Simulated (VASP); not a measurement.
A run of VASP 6.6.1 is set up as follows.

The input INCAR:

```
  PREC = Accurate
  ENCUT = 520
  EDIFF = 1E-6
  ISMEAR = -1
  SIGMA = 0.05
  LREAL = F
  LASPH = T
  NELM = 100
  ALGO = Normal
  ISIF = 2
  LWAVE = F
  LCHARG = T
  GGA = CA
  LELF = T
  LVHAR = T
  NBANDS = 8
```

KPOINTS

```
regular mesh
0
Gamma
  10 10 10
```

The input POSCAR:

```
Sb
1.0
   -1.8837342335      1.8837342335      1.8837342335
    1.8837342335     -1.8837342335      1.8837342335
    1.8837342335      1.8837342335     -1.8837342335
Sb
1
Direct
    0.0000000000      0.0000000000      0.0000000000
```

Potentials or basis: VASP PAW LDA potentials, release 64 (Sb).

Command:

```console
$ cat potpaw_LDA.64/Sb/POTCAR > POTCAR
$ mpirun -np 1 vasp_std > vasp.out
```

Question: Estimate the pressure.

Answer: -2.4 GPa.
